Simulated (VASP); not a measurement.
A run of VASP 6.6.1:

File INCAR:

```
PREC     = Accurate       # precision mode
ENCUT    = 520            # plane-wave cutoff, eV
EDIFF    = 1E-6           # SCF threshold, eV
ISMEAR   = -1             # smearing method
SIGMA    = 0.1            # smearing width, eV
LREAL    = False          # projectors in reciprocal space
LASPH    = True           # aspherical terms in the spheres
NELM     = 100            # most SCF steps
ALGO     = Normal         # electronic algorithm
ISIF     = 2              # what is computed and relaxed
LWAVE    = False          # write WAVECAR
LCHARG   = True           # write CHGCAR
GGA      = PE             # functional
LELF     = True           # ELF
LVHAR    = True         
NBANDS   = 28             # bands
```

Contents of KPOINTS:

```
regular mesh
0
Gamma
  9 9 13
```

Contents of POSCAR:

```
Sn
1.0
    5.4095135730      0.0000000000      0.0000000000
   -2.7047567865      4.6847761764      0.0000000000
    0.0000000000      0.0000000000      3.2983530367
Sn
3
Direct
    0.0000000000      0.0000000000      0.0000000000
    0.3333333333      0.6666666667      0.5000000000
    0.6666666667      0.3333333333      0.5000000000
```

Potentials or basis: VASP PAW PBE potentials, release 64 (Sn_d).

Run with:

```sh
$ cat potpaw_PBE.64/Sn_d/POTCAR > POTCAR
$ mpirun -np 1 vasp_std > vasp.out
```

Hardware: 1 thread of Intel Xeon 6975P-C (shared host).

Problem. How long does it take, and how much memory?

Solution. Wall time 110 s on 1 thread of Intel Xeon 6975P-C, on a shared host, peak memory 0.29 GiB. Counts: scf iterations 12, k points 84.
